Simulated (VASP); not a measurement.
Ta2Si, 12 atoms in the cell. Symmetry: I4/mcm, No. 140, tetragonal system. Conventional cell: a = 6.137 Å, b = 6.137 Å, c = 5.191 Å, α = 90.00°, β = 90.00°, γ = 90.00°. Ta (site symmetry m2m) has 4 Si at 2.64 Å and 11 Ta at 2.84 to 3.28 Å within 3.5 Å. Within 3.4 Å of Si (site symmetry 422) lie 2 Si at 2.60 Å and 8 Ta at 2.64 Å.  This cell differs from its parent crystal: strain along c alone, the other axes held: +3.0 %, then relaxed in part.

| Item | Value |
| --- | --- |
| Program | VASP 6.6.1 |
| Task | single point |
| Functional | PBEsol |
| Potentials or basis | VASP PAW PBE potentials, release 64 (Ta_pv, Si) |
| Cutoff | 520 eV |
| k mesh | 6 × 6 × 8 |
| Occupations | gaussian, width 0.1 eV |
| Spin | no spin polarisation |
| Dipole correction | no |
| Further INCAR settings | ALGO = Fast; EDIFF = 1e-06; NBANDS = 64 |

Potentials or basis: VASP PAW PBE potentials, release 64 (Ta_pv, Si).

Command:

```bash
$ cat potpaw_PBE.64/Ta_pv/POTCAR potpaw_PBE.64/Si/POTCAR > POTCAR
$ mpirun -np 1 vasp_std > vasp.out
```

Hardware: 1 thread of Intel(R) Xeon(R) 6975P-C (Granite Rapids), with other jobs on the host.

Problem. Estimate the wall time of this run.

Solution. Wall time 5.5 min on 1 thread of Intel(R) Xeon(R) 6975P-C (Granite Rapids), on a shared host, peak memory 0.58 GiB. Counts: scf iterations 17, k points 50.
